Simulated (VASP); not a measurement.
# Zn3GeO (P4mm) in VASP: single point with PBE

Aim: the single point of Zn3GeO with PBE.

All numbers are computed with VASP 6.6.1; they aren't measurements. Logs are shortened: lines on timing, memory, paths and dates and some standing lists are left out, and cuts for length are marked.

### Step 1. The cell of the first run

Symmetry: P4mm, No. 99, tetragonal system. Conventional cell: a = 4.087 Å, b = 4.087 Å, c = 4.088 Å, α = 90.00°, β = 90.00°, γ = 90.00°. Zn (site symmetry 2mm) has 2 Ge at 2.04 Å within 2.7 Å. Within 2.7 Å of Zn (site symmetry 4mm) lie 2 Ge at 2.04 Å. Ge (site symmetry 4mm) has 6 Zn at 2.04 Å within 2.7 Å. Within 3.8 Å of O (site symmetry 4mm) lie 12 Zn at 2.87 to 2.91 Å and 8 Ge at 3.53 to 3.55 Å.

### Step 2. Single point, PBE

INCAR reads:

```
ALGO = Normal ; EDIFF = 1E-6
ENCUT = 520 ; GGA = PE
ISIF = 2 ; ISMEAR = 0
LASPH = True ; LCHARG = True
LELF = True ; LREAL = False
LVHAR = True ; LWAVE = False
NBANDS = 36 ; NELM = 80
PREC = Accurate ; SIGMA = 0.1
```

KPOINTS reads:

```
k-points
0
Gamma
  4 4 4
```

POSCAR reads:

```
Zn3GeO
1.0
    4.0873153400      0.0000000000      0.0000000000
    0.0000000000      4.0873153400      0.0000000000
    0.0000000000      0.0000000000      4.0878474200
Zn Ge O
3 1 1
Direct
    0.5000000000      0.0000000000      0.4863043100
    0.0000000000      0.0000000000      0.9866249600
    0.0000000000      0.5000000000      0.4863043100
    0.0000000000      0.0000000000      0.4866651000
    0.5000000000      0.5000000000      0.9920643000
```

Potentials or basis: VASP PAW PBE potentials, release 64 (Zn, Ge_d, O).

Run with:

```sh
$ cat potpaw_PBE.64/Zn/POTCAR potpaw_PBE.64/Ge_d/POTCAR potpaw_PBE.64/O/POTCAR > POTCAR
$ mpirun -np 1 vasp_std > vasp.out
```

OUTCAR:

```text
EDIFF = 1E-6
   ENCUT = 520
   GGA = PE
   ISIF = 2
   ISMEAR = 0
   LASPH = True
   LREAL = False
   NELM = 80
   PREC = Accurate

 ion  position               nearest neighbor table
   1  0.500  0.000  0.486-   4 2.04   4 2.04   2 2.89   2 2.89   3 2.89   3 2.89   3 2.89   3 2.89
                             2 2.89   2 2.89
   2  0.000  0.000  0.987-   4 2.04   4 2.04   3 2.89   1 2.89   3 2.89   1 2.89   1 2.89   3 2.89
                             3 2.89   1 2.89
   3  0.000  0.500  0.486-   4 2.04   4 2.04   2 2.89   2 2.89   1 2.89   1 2.89   1 2.89   1 2.89
                             2 2.89   2 2.89
   4  0.000  0.000  0.487-   1 2.04   3 2.04   3 2.04   1 2.04   2 2.04   2 2.04
   5  0.500  0.500  0.992-

  LATTYP: Found a simple tetragonal cell.
 ALAT       =     4.0873153400
 C/A-ratio  =     1.0001301784

  Lattice vectors:

 A1 = (   4.0873153400,   0.0000000000,   0.0000000000)
 A2 = (   0.0000000000,   4.0873153400,   0.0000000000)
 A3 = (   0.0000000000,   0.0000000000,   4.0878474200)

Analysis of symmetry for initial positions (statically):
=====================================================================
 Subroutine PRICEL returns:
 Original cell was already a primitive cell.

 Routine SETGRP: Setting up the symmetry group for a
 simple tetragonal supercell.

 Subroutine GETGRP returns: Found  8 space group operations
 (whereof  8 operations were pure point group operations)
 out of a pool of 16 trial point group operations.

The static configuration has the point symmetry C_4v.

Analysis of symmetry for dynamics (positions and initial velocities):
=====================================================================
 Subroutine PRICEL returns:
 Original cell was already a primitive cell.

 Routine SETGRP: Setting up the symmetry group for a
 simple tetragonal supercell.

 Subroutine GETGRP returns: Found  8 space group operations
 (whereof  8 operations were pure point group operations)
 out of a pool of 16 trial point group operations.

The dynamic configuration has the point symmetry C_4v.

 Subroutine INISYM returns: Found  8 space group operations
 (whereof  8 operations are pure point group operations),
 and found     1 'primitive' translations

----------------------------------------------------------------------------------------

                                     Primitive cell

  volume of cell :      68.2922

  direct lattice vectors                    reciprocal lattice vectors
     4.087315340  0.000000000  0.000000000     0.244659371  0.000000000  0.000000000
     0.000000000  4.087315340  0.000000000     0.000000000  0.244659371  0.000000000
     0.000000000  0.000000000  4.087847420     0.000000000  0.000000000  0.244627526

  length of vectors
     4.087315340  4.087315340  4.087847420     0.244659371  0.244659371  0.244627526

  position of ions in fractional coordinates (direct lattice)
     0.500000000  0.000000000  0.486304310
     0.000000000  0.000000000  0.986624960
     0.000000000  0.500000000  0.486304310
     0.000000000  0.000000000  0.486665100
     0.500000000  0.500000000  0.992064300

  ion indices of the primitive-cell ions
   primitive index   ion index
                 1           1
                 2           2
                 3           3
                 4           4
                 5           5

----------------------------------------------------------------------------------------

 KPOINTS: k-points

Automatic generation of k-mesh.
 Grid dimensions read from file:
 generate k-points for:    4    4    4

 Generating k-lattice:

  Cartesian coordinates                     Fractional coordinates (reciprocal lattice)
     0.061164843  0.000000000  0.000000000     0.250000000  0.000000000  0.000000000
     0.000000000  0.061164843  0.000000000     0.000000000  0.250000000  0.000000000
     0.000000000  0.000000000  0.061156881     0.000000000  0.000000000  0.250000000

  Length of vectors
     0.061164843  0.061164843  0.061156881

  Shift w.r.t. Gamma in fractional coordinates (k-lattice)
     0.000000000  0.000000000  0.000000000

 Subroutine IBZKPT returns following result:
 ===========================================

 Found     18 irreducible k-points:

 Following reciprocal coordinates:
            Coordinates               Weight
  0.000000  0.000000  0.000000      1.000000
  0.250000  0.000000  0.000000      4.000000
  0.500000  0.000000  0.000000      2.000000
  0.250000  0.250000  0.000000      4.000000
  0.500000  0.250000  0.000000      4.000000
  0.500000  0.500000  0.000000      1.000000
[... 10 lines left out ...]
  0.500000  0.250000  0.500000      4.000000
  0.500000  0.500000  0.500000      1.000000
   k-points           NKPTS =     18   k-points in BZ     NKDIM =     18   number of bands    NBANDS=     36
   number of dos      NEDOS =    301   number of ions     NIONS =      5
   total plane-waves  NPLWV =  27000
   dimension x,y,z NGX =    30 NGY =   30 NGZ =   30
   dimension x,y,z NGXF=    60 NGYF=   60 NGZF=   60
   ions per type =               3   1   1
   NGX,Y,Z   is equivalent  to a cutoff of  12.20, 12.20, 12.20 a.u.
   NGXF,Y,Z  is equivalent  to a cutoff of  24.40, 24.40, 24.40 a.u.
 SYSTEM =  unknown system
   PREC   = accura    normal or accurate (medium, high low for compatibility)
   ISTART =      0    job   : 0-new  1-cont  2-samecut
   ICHARG =      2    charge: 1-file 2-atom 10-const
   ISPIN  =      1    spin polarized calculation?
   LNONCOLLINEAR =      F non collinear calculations
   LSORBIT =      F    spin-orbit coupling
   LASPH  =      T    aspherical Exc in radial PAW
   ENCUT  =  520.0 eV  38.22 Ry    6.18 a.u.   7.60  7.60  7.60*2*pi/ulx,y,z
   NELM   =     80;   NELMIN=  2; NELMDL= -5     # of ELM steps
   EDIFF  = 0.1E-05   stopping-criterion for ELM
   LREAL  =      F    real-space projection
   EDIFFG = 0.1E-04   stopping-criterion for IOM
   NSW    =      0    number of steps for IOM
   IBRION =     -1    ionic relax: 0-MD 1-quasi-New 2-CG
   NFREE  =      0    steps in history (QN), initial steepest desc. (CG)
   ISIF   =      2    stress and relaxation
   ISYM   =      2    0-nonsym 1-usesym 2-fastsym
   POTIM  = 0.5000    time-step for ionic-motion
   TEBEG  =    0.0;   TEEND  =   0.0 temperature during run
   PSTRESS=    0.0 pullay stress
   NELECT =      56.0000    total number of electrons
   NUPDOWN=      -1.0000    fix difference up-down
   EMIN   =  10.00;   EMAX   =-10.00  energy-range for DOS
   EFERMI =   0.00;   METHOD = LEGACY
   ISMEAR =     0;   SIGMA  =   0.10  broadening in eV -4-tet -1-fermi 0-gaus
   EFERMI_NEDOS =   21; number of points for ismear=-14 and -15
   IALGO  =     38    algorithm
   IMIX   =      4    mixing-type and parameters
     AMIX     =   0.40;   BMIX     =  1.00
     AMIX_MAG =   1.60;   BMIX_MAG =  1.00
  volume/ion in A,a.u.               =      13.66        92.17
  Fermi-wavevector in a.u.,A,eV,Ry     =   1.532312  2.895650 31.946205  2.347980
  Thomas-Fermi vector in A             =   2.639535
   LORBIT       =      0    0 simple, 1 ext, 2 COOP (PROOUT), +10 PAW based schemes
   GGA     = PE    functional components
   LHFCALC =     F    Hartree Fock is set to
   AEXX    =    0.0000 exact exchange contribution
   IVDW    =     0    specifies the selected vdW correction
   LEPSILON=     F    determine dielectric tensor
   LRPA    =     F    only Hartree local field effects (RPA)
 non-spin polarized calculation
 Gauss-broadening in eV      SIGMA  =   0.10
  energy-cutoff  :      520.00
  volume of cell :       68.29
 maximum number of plane-waves:      1856
   NGX = 15   NGY = 15   NGZ = 15

 number of electron      55.9999959 magnetization

 Free energy of the ion-electron system (eV)
  ---------------------------------------------------
  ext. energy  EPLUGINS =         0.00000000
  ---------------------------------------------------
  free energy    TOTEN  =        -6.69705735 eV

  energy without entropy =       -6.68963500  energy(sigma->0) =       -6.69334618

 E-fermi :   3.5521     XC(G=0): -11.4523

 val. band max:        3.4948885526   @ k =   0.5000   0.0000   0.5000
 cond. band min:       3.5570783932   @ k =   0.5000   0.5000   0.0000
 fundamental gap:      0.0621898406
 Fermi energy:         3.5521088853

 k-point     1 :       0.0000    0.0000    0.0000
  band No.  band energies     occupation
      1     -21.5045      2.00000
      2     -21.5042      2.00000
      3     -21.2996      2.00000
      4     -21.2995      2.00000
      5     -21.2995      2.00000
      6     -12.0263      2.00000
[... 28 lines left out ...]
     35      13.1534      0.00000
     36      13.1538      0.00000

 k-point     2 :       0.2500    0.0000    0.0000
  band No.  band energies     occupation
      1     -21.5041      2.00000
      2     -21.4761      2.00000
      3     -21.2993      2.00000
      4     -21.2958      2.00000
      5     -21.2957      2.00000
      6     -11.9098      2.00000
[... 28 lines left out ...]
     35      12.1617      0.00000
     36      12.3514      0.00000

 k-point     3 :       0.5000    0.0000    0.0000
  band No.  band energies     occupation
      1     -21.5039      2.00000
      2     -21.4477      2.00000
      3     -21.2992      2.00000
      4     -21.2920      2.00000
      5     -21.2918      2.00000
      6     -11.7929      2.00000
[... 28 lines left out ...]
     35      11.9151      0.00000
     36      11.9162      0.00000
[... 508 lines left out ...]
 k-point    17 :       0.5000    0.2500    0.5000
  band No.  band energies     occupation
      1     -21.4467      2.00000
      2     -21.4173      2.00000
      3     -21.2879      2.00000
      4     -21.2878      2.00000
      5     -21.2843      2.00000
      6     -11.7024      2.00000
[... 28 lines left out ...]
     35      13.9250      0.00000
     36      14.7824      0.00000

 k-point    18 :       0.5000    0.5000    0.5000
  band No.  band energies     occupation
      1     -21.4173      2.00000
      2     -21.4171      2.00000
      3     -21.2842      2.00000
      4     -21.2841      2.00000
      5     -21.2841      2.00000
      6     -11.6861      2.00000
[... 28 lines left out ...]
     35      15.5717      0.00000
     36      15.5739      0.00000

------------------------ aborting loop because EDIFF is reached ----------------------------------------

  FORCE on cell =-STRESS in cart. coord.  units (eV):
  Direction    XX          YY          ZZ          XY          YZ          ZX
  --------------------------------------------------------------------------------------
  -------------------------------------------------------------------------------------
  Total       20.7741622     20.7741622     20.7482872      0.0000000      0.0000000      0.0000000
  in kB      487.3748716    487.3748716    486.7678274      0.0000000      0.0000000      0.0000000
  external PRESSURE =     487.1725235 kB  Pullay stress =       0.0000000 kB

 VOLUME and BASIS-vectors are now :
 -----------------------------------------------------------------------------
  energy-cutoff  :      520.00
  volume of cell :       68.29
      direct lattice vectors                 reciprocal lattice vectors
     4.087315340  0.000000000  0.000000000     0.244659371  0.000000000  0.000000000
     0.000000000  4.087315340  0.000000000     0.000000000  0.244659371  0.000000000
     0.000000000  0.000000000  4.087847420     0.000000000  0.000000000  0.244627526

 POSITION                                       TOTAL-FORCE (eV/Angst)
 -----------------------------------------------------------------------------------
      2.04366      0.00000      1.98794         0.000000     -0.000000     -0.050442
      0.00000      0.00000      4.03317        -0.000000     -0.000000      0.008359
      0.00000      2.04366      1.98794        -0.000000     -0.000000     -0.050442
      0.00000      0.00000      1.98941        -0.000000      0.000000      0.024538
      2.04366      2.04366      4.05541        -0.000000     -0.000000      0.067987
 -----------------------------------------------------------------------------------
    total drift:                                0.000000      0.000000      0.003277

  FREE ENERGIE OF THE ION-ELECTRON SYSTEM (eV)
  ---------------------------------------------------
  free  energy   TOTEN  =        -6.6970573535 eV

  energy  without entropy=       -6.6896349982  energy(sigma->0) =       -6.69334618
```

It took 81 s on 1 thread of AMD EPYC 7R13, shared host; peak memory 0.19 GiB.

Results:

```
Free energy            : -6.6971 eV
Pressure               : 48.7 GPa
Largest force          : 0.068 eV/Å
Band gap on the k mesh : 0.06 eV, direct
```

Forces in eV/Å, atoms in the order of the input:
```
Zn   0.000  0.000 -0.050
Zn   0.000  0.000  0.008
Zn   0.000  0.000 -0.050
Ge   0.000  0.000  0.025
O    0.000  0.000  0.068
```

Levels at points of the mesh, in eV from the valence-band top:
| k point | band 25 | band 26 | band 27 | band 28 | band 29 | band 30 | band 31 | band 32 |
| --- | --- | --- | --- | --- | --- | --- | --- | --- |
| (0.00, 0.00, 0.00) | -3.85 | -0.23 | -0.23 | -0.23 | 0.84 | 0.84 | 3.66 | 8.11 |
| (0.50, 0.00, 0.00) | -2.32 | -1.10 | -0.95 | -0.95 | 1.66 | 3.97 | 4.65 | 5.47 |
| (0.50, 0.50, 0.00) | -1.15 | -0.60 | 0.00 | 0.00 | 0.06 | 2.32 | 4.52 | 4.52 |
| (0.00, 0.00, 0.50) | -2.32 | -1.10 | -0.95 | -0.95 | 1.66 | 3.97 | 4.65 | 5.47 |
| (0.50, 0.00, 0.50) | -1.15 | -0.59 | 0.00 | 0.00 | 0.06 | 2.32 | 4.53 | 4.53 |
| (0.50, 0.50, 0.50) | -3.68 | -2.78 | -2.78 | -2.78 | 3.10 | 3.10 | 3.10 | 10.00 |

A k mesh can miss the band edges.
